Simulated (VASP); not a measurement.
Wanted: the native input for a VASP 6.6.1 run.

```
Task                   : single point
Functional             : PBEsol
Potentials or basis    : VASP PAW PBE potentials, release 64 (In_d, Ga_d, N)
Cutoff                 : 520 eV
k mesh                 : 6 × 6 × 6
Occupations            : gaussian, width 0.05 eV
Spin                   : no spin polarisation
Dipole correction      : no
Further INCAR settings : ALGO = Normal; EDIFF = 1e-06; NBANDS = 66
```

The structure of InGa2N3 lies in POSCAR:

```
InGa2N3
1.0
    4.9530129945     -2.8568682250      0.0000000000
    4.9530129945      2.8568682250      0.0000000000
    0.0000000000      0.0000000000      5.3355942541
In Ga N
2 4 6
Direct
    0.3252227418      0.6747772582      0.9897489537
    0.6747772582      0.3252227418      0.4897489537
    0.0069945023      0.3338844486      0.9926402251
    0.6661155514      0.9930054977      0.9926402251
    0.9930054977      0.6661155514      0.4926402251
    0.3338844486      0.0069945023      0.4926402251
    0.0264767013      0.3336441490      0.3589520515
    0.6663558510      0.9735232987      0.3589520515
    0.9735232987      0.6663558510      0.8589520515
    0.3336441490      0.0264767013      0.8589520515
    0.3078788725      0.6921211275      0.3950674930
    0.6921211275      0.3078788725      0.8950674930
```

The input as run:

INCAR

```
SYSTEM = InGa2N3
ALGO = Normal
EDIFF = 1E-6
ENCUT = 520
GGA = PS
ISIF = 2
ISMEAR = 0
LASPH = .True.
LCHARG = .False.
LREAL = .False.
LWAVE = .False.
NBANDS = 66
NELM = 100
PREC = Accurate
SIGMA = 0.05
```

KPOINTS

```
k-points
0
Gamma
  6 6 6
  0 0 0
```

Potentials or basis: VASP PAW PBE potentials, release 64 (In_d, Ga_d, N).

The run is started by

```bash
$ cat potpaw_PBE.64/In_d/POTCAR potpaw_PBE.64/Ga_d/POTCAR potpaw_PBE.64/N/POTCAR > POTCAR
$ mpirun -np 1 vasp_std > vasp.out
```

It gave:

```
Pressure               : -0.1 GPa
Largest force          : 0.034 eV/Å
Band gap on the k mesh : 1.00 eV
```

Caveat: the PAW data sets were made with another functional, which shifts forces and pressure a little; spin-orbit coupling is left out, which moves the levels of the heavy elements.

Wall time 22 min on 1 thread of Intel Xeon 8259CL, with other jobs on the host, peak memory 0.57 GiB.
